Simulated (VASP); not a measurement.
# Ba (I4/mmm) in VASP: a series of runs

The runs below take Ba through single point, with LDA.

Program: VASP 6.6.1. These are calculated values, not measurements. Logs are shortened: lines on timing, memory, paths and dates and some standing lists are left out, and cuts for length are marked.

## Step 1: The cell of the first run

Symmetry: I4/mmm, No. 139, tetragonal system. The conventional cell has a = 5.613 Å, b = 5.613 Å, c = 3.968 Å, α = 90.00°, β = 90.00°, γ = 90.00°. Within 5.2 Å of Ba (site symmetry 4/mmm) lie 10 Ba at 3.97 to 4.44 Å.

## Step 2: Single point, LDA

Contents of INCAR:

```
PREC = Accurate
ENCUT = 520
EDIFF = 1E-6
ISMEAR = 0
SIGMA = 0.15
LREAL = F
LASPH = T
NELM = 80
ALGO = Fast
ISIF = 2
LWAVE = F
LCHARG = F
GGA = CA
NBANDS = 11
```

Contents of KPOINTS:

```
regular mesh
0
Gamma
  16 16 16
```

Contents of POSCAR:

```
Ba
1.0
   -2.8062963888      2.8062963888      1.9840515469
    2.8062963888     -2.8062963888      1.9840515469
    2.8062963888      2.8062963888     -1.9840515469
Ba
1
Direct
    0.0000000000      0.0000000000      0.0000000000
```

Potentials or basis: VASP PAW LDA potentials, release 64 (Ba_sv).

Started as:

```
$ cat potpaw_LDA.64/Ba_sv/POTCAR > POTCAR
$ mpirun -np 1 vasp_std > vasp.out
```

OUTCAR:

```text
PREC = Accurate
   ENCUT = 520
   EDIFF = 1E-6
   ISMEAR = 0
   LREAL = F
   LASPH = T
   NELM = 80
   ISIF = 2
   GGA = CA

 ion  position               nearest neighbor table
   1  0.000  0.000  0.000-

  LATTYP: Found a body centered tetragonal cell.
 ALAT       =     5.6125927776
 C/A-ratio  =     0.7070000000

  Lattice vectors:

 A1 = (  -2.8062963888,   2.8062963888,   1.9840515469)
 A2 = (   2.8062963888,  -2.8062963888,   1.9840515469)
 A3 = (   2.8062963888,   2.8062963888,  -1.9840515469)

Analysis of symmetry for initial positions (statically):
=====================================================================
 Subroutine PRICEL returns:
 Original cell was already a primitive cell.

 Routine SETGRP: Setting up the symmetry group for a
 body centered tetragonal supercell.

 Subroutine GETGRP returns: Found 16 space group operations
 (whereof 16 operations were pure point group operations)
 out of a pool of 16 trial point group operations.

The static configuration has the point symmetry D_4h.

Analysis of symmetry for dynamics (positions and initial velocities):
=====================================================================
 Subroutine PRICEL returns:
 Original cell was already a primitive cell.

 Routine SETGRP: Setting up the symmetry group for a
 body centered tetragonal supercell.

 Subroutine GETGRP returns: Found 16 space group operations
 (whereof 16 operations were pure point group operations)
 out of a pool of 16 trial point group operations.

The dynamic configuration has the point symmetry D_4h.

 Subroutine INISYM returns: Found 16 space group operations
 (whereof 16 operations are pure point group operations),
 and found     1 'primitive' translations

----------------------------------------------------------------------------------------

                                     Primitive cell

  volume of cell :      62.5000

  direct lattice vectors                    reciprocal lattice vectors
    -2.806296389  2.806296389  1.984051547     0.000000000  0.178170774  0.252009581
     2.806296389 -2.806296389  1.984051547     0.178170774  0.000000000  0.252009581
     2.806296389  2.806296389 -1.984051547     0.178170774  0.178170774  0.000000000

  length of vectors
     4.437010185  4.437010185  4.437010185     0.308631907  0.308631907  0.251971525

  position of ions in fractional coordinates (direct lattice)
     0.000000000  0.000000000  0.000000000

  ion indices of the primitive-cell ions
   primitive index   ion index
                 1           1

----------------------------------------------------------------------------------------

 KPOINTS: regular mesh

Automatic generation of k-mesh.
 Grid dimensions read from file:
 generate k-points for:   16   16   16

 Generating k-lattice:

  Cartesian coordinates                     Fractional coordinates (reciprocal lattice)
     0.000000000  0.011135673  0.015750599     0.062500000  0.000000000  0.000000000
     0.011135673  0.000000000  0.015750599     0.000000000  0.062500000  0.000000000
     0.011135673  0.011135673  0.000000000     0.000000000  0.000000000  0.062500000

  Length of vectors
     0.019289494  0.019289494  0.015748220

  Shift w.r.t. Gamma in fractional coordinates (k-lattice)
     0.000000000  0.000000000  0.000000000

 Subroutine IBZKPT returns following result:
 ===========================================

 Found    349 irreducible k-points:

 Following reciprocal coordinates:
            Coordinates               Weight
  0.000000  0.000000  0.000000      1.000000
  0.062500 -0.000000  0.000000      8.000000
  0.125000 -0.000000  0.000000      8.000000
  0.187500  0.000000 -0.000000      8.000000
  0.250000 -0.000000  0.000000      8.000000
  0.312500 -0.000000  0.000000      8.000000
[... 16 lines left out ...]
 -0.125000  0.062500  0.000000     16.000000
 -0.062500  0.062500  0.000000      4.000000
 [... further k-points ...]
   k-points           NKPTS =    349   k-points in BZ     NKDIM =    349   number of bands    NBANDS=     11
   number of dos      NEDOS =    301   number of ions     NIONS =      1
   total plane-waves  NPLWV =  46656
   dimension x,y,z NGX =    36 NGY =   36 NGZ =   36
   dimension x,y,z NGXF=    72 NGYF=   72 NGZF=   72
   ions per type =               1
   NGX,Y,Z   is equivalent  to a cutoff of  13.49, 13.49, 13.49 a.u.
   NGXF,Y,Z  is equivalent  to a cutoff of  26.98, 26.98, 26.98 a.u.
 SYSTEM =  unknown system
   PREC   = accura    normal or accurate (medium, high low for compatibility)
   ISTART =      0    job   : 0-new  1-cont  2-samecut
   ICHARG =      2    charge: 1-file 2-atom 10-const
   ISPIN  =      1    spin polarized calculation?
   LNONCOLLINEAR =      F non collinear calculations
   LSORBIT =      F    spin-orbit coupling
   LASPH  =      T    aspherical Exc in radial PAW
   ENCUT  =  520.0 eV  38.22 Ry    6.18 a.u.   8.25  8.25  8.25*2*pi/ulx,y,z
   NELM   =     80;   NELMIN=  2; NELMDL= -5     # of ELM steps
   EDIFF  = 0.1E-05   stopping-criterion for ELM
   LREAL  =      F    real-space projection
   EDIFFG = 0.1E-04   stopping-criterion for IOM
   NSW    =      0    number of steps for IOM
   IBRION =     -1    ionic relax: 0-MD 1-quasi-New 2-CG
   NFREE  =      0    steps in history (QN), initial steepest desc. (CG)
   ISIF   =      2    stress and relaxation
   ISYM   =      2    0-nonsym 1-usesym 2-fastsym
   POTIM  = 0.5000    time-step for ionic-motion
   TEBEG  =    0.0;   TEEND  =   0.0 temperature during run
   PSTRESS=    0.0 pullay stress
   NELECT =      10.0000    total number of electrons
   NUPDOWN=      -1.0000    fix difference up-down
   EMIN   =  10.00;   EMAX   =-10.00  energy-range for DOS
   EFERMI =   0.00;   METHOD = LEGACY
   ISMEAR =     0;   SIGMA  =   0.15  broadening in eV -4-tet -1-fermi 0-gaus
   EFERMI_NEDOS =   21; number of points for ismear=-14 and -15
   IALGO  =     68    algorithm
   IMIX   =      4    mixing-type and parameters
     AMIX     =   0.40;   BMIX     =  1.00
     AMIX_MAG =   1.60;   BMIX_MAG =  1.00
  volume/ion in A,a.u.               =      62.50       421.77
  Fermi-wavevector in a.u.,A,eV,Ry     =   0.888754  1.679501 10.747016  0.789883
  Thomas-Fermi vector in A             =   2.010225
   LORBIT       =      0    0 simple, 1 ext, 2 COOP (PROOUT), +10 PAW based schemes
   GGA     = CA    functional components
   LHFCALC =     F    Hartree Fock is set to
   AEXX    =    0.0000 exact exchange contribution
   IVDW    =     0    specifies the selected vdW correction
   LEPSILON=     F    determine dielectric tensor
   LRPA    =     F    only Hartree local field effects (RPA)
 non-spin polarized calculation
 RMM-DIIS sequential band-by-band and
 Gauss-broadening in eV      SIGMA  =   0.15
  energy-cutoff  :      520.00
  volume of cell :       62.50
 maximum number of plane-waves:      1708
 NGX is ok and might be reduce to    36
   NGX = 17   NGY = 17   NGZ = 17

 number of electron      10.0000000 magnetization

 number of electron       9.9999999 magnetization

 Free energy of the ion-electron system (eV)
  ---------------------------------------------------
  ext. energy  EPLUGINS =         0.00000000
  ---------------------------------------------------
  free energy    TOTEN  =        -2.08827159 eV

  energy without entropy =       -2.07076832  energy(sigma->0) =       -2.07951995

 E-fermi :   1.4618     XC(G=0):  -7.6241

 val. band max:        1.4543250277   @ k =  -0.3750   0.5000   0.2500
 cond. band min:       1.4651827307   @ k =  -0.3125  -0.3750   0.0625
 fundamental gap:      0.0108577030
 Fermi energy:         1.4618168194

 k-point     1 :       0.0000    0.0000    0.0000
  band No.  band energies     occupation
      1     -27.4216      2.00000
      2     -12.4066      2.00000
      3     -12.4066      2.00000
      4     -12.2172      2.00000
      5      -1.2734      2.00000
      6       2.0466      0.00000
      7       2.7793      0.00000
      8       4.5714      0.00000
      9       4.5714      0.00000
     10       5.6532      0.00000
     11       7.8909      0.00000

 k-point     2 :       0.0625   -0.0000    0.0000
  band No.  band energies     occupation
      1     -27.4183      2.00000
      2     -12.4116      2.00000
      3     -12.4102      2.00000
      4     -12.2486      2.00000
      5      -1.1811      2.00000
      6       2.0863      0.00000
      7       2.8492      0.00000
      8       4.4046      0.00000
      9       4.4165      0.00000
     10       5.5603      0.00000
     11       8.1584      0.00000

 k-point     3 :       0.1250   -0.0000    0.0000
  band No.  band energies     occupation
      1     -27.4090      2.00000
      2     -12.4318      2.00000
      3     -12.4203      2.00000
      4     -12.3303      2.00000
      5      -0.9164      2.00000
      6       2.1800      0.00000
      7       3.0194      0.00000
      8       4.0638      0.00000
      9       4.1048      0.00000
     10       5.3636      0.00000
     11       8.7301      0.00000

 k-point     4 :       0.1875    0.0000   -0.0000
  band No.  band energies     occupation
      1     -27.3949      2.00000
      2     -12.5100      2.00000
      3     -12.4352      2.00000
      4     -12.3997      2.00000
      5      -0.5173      2.00000
      6       2.2365      0.00000
      7       3.0632      0.00000
      8       3.9047      0.00000
      9       3.9718      0.00000
     10       5.1366      0.00000
     11       8.6826      0.00000

 k-point     5 :       0.2500   -0.0000    0.0000
  band No.  band energies     occupation
      1     -27.3783      2.00000
      2     -12.6510      2.00000
      3     -12.4527      2.00000
      4     -12.4264      2.00000
      5      -0.0547      2.00000
      6       2.1435      0.00000
      7       2.8608      0.00000
      8       4.0153      0.00000
      9       4.3730      0.00000
     10       4.9169      0.00000
     11       8.1597      0.00000
[... 211 lines left out ...]
 k-point    21 :      -0.2500    0.0625    0.0000
  band No.  band energies     occupation
      1     -27.3914      2.00000
      2     -12.5467      2.00000
      3     -12.4497      2.00000
      4     -12.4016      2.00000
      5      -0.3253      2.00000
      6       2.1921      0.00000
      7       2.9202      0.00000
      8       3.8773      0.00000
      9       4.3835      0.00000
     10       5.0357      0.00000
     11       8.4326      0.00000

 k-point    22 :      -0.1875    0.0625    0.0000
  band No.  band energies     occupation
      1     -27.4059      2.00000
      2     -12.4772      2.00000
      3     -12.4209      2.00000
      4     -12.3313      2.00000
      5      -0.7558      2.00000
      6       2.1886      0.00000
      7       2.9008      0.00000
      8       4.0003      0.00000
      9       4.3793      0.00000
     10       5.2418      0.00000
     11       8.6261      0.00000

 k-point    23 :      -0.1250    0.0625    0.0000
  band No.  band energies     occupation
      1     -27.4161      2.00000
      2     -12.4450      2.00000
      3     -12.4082      2.00000
      4     -12.2522      2.00000
      5      -1.0679      2.00000
      6       2.1167      0.00000
      7       2.7805      0.00000
      8       4.3565      0.00000
      9       4.5456      0.00000
     10       5.4176      0.00000
     11       8.2261      0.00000

 k-point    24 :      -0.0625    0.0625    0.0000
  band No.  band energies     occupation
      1     -27.4205      2.00000
      2     -12.4239      2.00000
      3     -12.4053      2.00000
      4     -12.2196      2.00000
      5      -1.2154      2.00000
      6       2.0665      0.00000
      7       2.7458      0.00000
      8       4.5496      0.00000
      9       4.6241      0.00000
     10       5.5528      0.00000
     11       7.9520      0.00000

 [... further k-points ...]
[... 5 lines left out ...]
  --------------------------------------------------------------------------------------
  -------------------------------------------------------------------------------------
  Total       -0.8555937     -0.8555937      0.7380054      0.0000000     -0.0000000      0.0000000
  in kB      -21.9330059    -21.9330059     18.9186476      0.0000000     -0.0000000      0.0000000
  external PRESSURE =      -8.3157881 kB  Pullay stress =       0.0000000 kB

 VOLUME and BASIS-vectors are now :
 -----------------------------------------------------------------------------
  energy-cutoff  :      520.00
  volume of cell :       62.50
      direct lattice vectors                 reciprocal lattice vectors
    -2.806296389  2.806296389  1.984051547     0.000000000  0.178170774  0.252009581
     2.806296389 -2.806296389  1.984051547     0.178170774  0.000000000  0.252009581
     2.806296389  2.806296389 -1.984051547     0.178170774  0.178170774  0.000000000

 POSITION                                       TOTAL-FORCE (eV/Angst)
 -----------------------------------------------------------------------------------
      0.00000      0.00000      0.00000        -0.000000      0.000000      0.000000
 -----------------------------------------------------------------------------------
    total drift:                               -0.000000     -0.000000      0.000000

  FREE ENERGIE OF THE ION-ELECTRON SYSTEM (eV)
  ---------------------------------------------------
  free  energy   TOTEN  =        -2.0882715865 eV

  energy  without entropy=       -2.0707683179  energy(sigma->0) =       -2.07951995
```

Run time: 6.5 min. Hardware: 1 thread of AMD EPYC 7R43 (Zen 3), shared host; peak memory 0.32 GiB.

What came out:

```yaml
Free_energy: -2.0883 eV
Pressure: -0.8 GPa
Band_gap_on_the_k_mesh: zero (bands 5 and 6 overlap by 0.93 eV)
```

Levels at points of the mesh, in eV from the Fermi level:
| k point | band 2 | band 3 | band 4 | band 5 | band 6 | band 7 | band 8 | band 9 |
| --- | --- | --- | --- | --- | --- | --- | --- | --- |
| (0.00, 0.00, 0.00) | -13.87 | -13.87 | -13.68 | -2.74 | 0.58 | 1.32 | 3.11 | 3.11 |
| (0.50, 0.00, 0.00) | -14.48 | -13.96 | -13.93 | -0.80 | 0.09 | 2.00 | 2.93 | 4.52 |
| (0.50, 0.50, 0.00) | -14.30 | -13.83 | -13.74 | -1.13 | 0.74 | 1.32 | 2.62 | 2.77 |
| (0.50, 0.50, 0.50) | -14.22 | -14.22 | -13.80 | -0.72 | -0.48 | 3.20 | 3.20 | 4.85 |

Caveat: spin-orbit coupling is left out, which moves the levels of the heavy elements.

## Step 3: Single point, LDA

Contents of INCAR:

```
SYSTEM = Ba
PREC = Accurate ; ENCUT = 520
EDIFF = 1E-7 ; ISMEAR = 0
SIGMA = 0.15 ; LREAL = .False.
LASPH = .True. ; NELM = 100
ALGO = Fast ; ISIF = 2
LWAVE = .False. ; LCHARG = .False.
NBANDS = 11
```

Contents of KPOINTS:

```
regular mesh
0
Gamma
  16 16 16
  0 0 0
```

Contents of POSCAR:

```
Ba
1.0
   -2.6391679799      2.6391679799      2.2432927830
    2.6391679799     -2.6391679799      2.2432927830
    2.6391679799      2.6391679799     -2.2432927830
Ba
1
Direct
    0.0000000000      0.0000000000      0.0000000000
```

Potentials or basis: VASP PAW LDA potentials, release 64 (Ba_sv).

Started as:

```
$ cat potpaw_LDA.64/Ba_sv/POTCAR > POTCAR
$ mpirun -np 1 vasp_std > vasp.out
```

It took 5.6 min on 1 thread of AMD EPYC 7R43 (Zen 3), shared host; peak memory 0.3 GiB.

The run converged. Its results:

| Item | Value |
| --- | --- |
| Free energy | -2.2037 eV |
| Pressure | -1.1 GPa |
| Band gap on the k mesh | zero (bands 5 and 6 overlap by 0.89 eV) |

Stress tensor (GPa, compression positive):
```
-1.50  0.00  0.00
 0.00 -1.50  0.00
 0.00  0.00 -0.43
```

Levels at points of the mesh, in eV from the Fermi level:
| k point | band 3 | band 4 | band 5 | band 6 | band 7 | band 8 |
| --- | --- | --- | --- | --- | --- | --- |
| (0.00, 0.00, 0.00) | -13.81 | -13.78 | -2.78 | 1.13 | 2.21 | 2.21 |
| (0.50, 0.00, 0.00) | -13.96 | -13.85 | -0.90 | 0.32 | 1.55 | 3.08 |
| (0.50, 0.50, 0.00) | -13.89 | -13.78 | -1.03 | 1.00 | 1.40 | 2.26 |
| (0.50, 0.50, 0.50) | -14.17 | -14.01 | -0.67 | -0.48 | 3.79 | 3.79 |

Caveat: spin-orbit coupling is left out, which moves the levels of the heavy elements.

(Part 1 of 2 ends here.)
